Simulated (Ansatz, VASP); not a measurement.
**HfNbTe4 in VASP and in Ansatz**

```
CELL_PARAMETERS angstrom
4.95816 0.00000 0.00000
0.00000 4.95816 0.00000
0.00000 0.00000 6.99042
ATOMIC_POSITIONS crystal
Hf 0.00000 0.00000 0.50000
Nb 0.50000 0.50000 0.00000
Te 0.00000 0.50000 0.24486
Te 0.50000 0.00000 0.24486
Te 0.00000 0.50000 0.75514
Te 0.50000 0.00000 0.75514
```

Change from the starting cell: species swapped into the BaSrI4 type (P4/mmm, No. 123).

Alike in both runs: functional PBE; k mesh 8 × 8 × 6; occupations gaussian, width 0.1 eV; collinear spin.

Ansatz relaxed the structure, and its values are those at the end. VASP's run is a single point on that final structure, the one shown.

```csv
,VASP,Ansatz
version,VASP 6.6.1,Ansatz 0.2.0
potentials or method,"VASP PAW PBE potentials, release 64 (Hf_pv, Nb_sv, Te), cutoff 520 eV","scalar-relativistic, plane waves, PAW"
valence electrons in the cell,47,103
```

```tsv
	VASP	Ansatz	Ansatz less VASP
gap on the k mesh at the Fermi level (eV)	none	none	-
pressure (GPa)	-0.2	0.0	+0.15
rms of the force components (eV/Å)	0.004	0.000	-0.0039
net moment per atom (μB)	0.32	0.32	0.000
size of the moment on the site where the two differ most (μB)	1.29	1.36	+0.070
```

Site moments also hang on the region over which each program counts them. A gap of «none» marks a metal or a gap that the smearing closes. VASP's potentials hold 47 valence electrons a cell and Ansatz's 103, so a difference there can come from the potentials and not from the codes.

Spin-orbit coupling is off throughout.
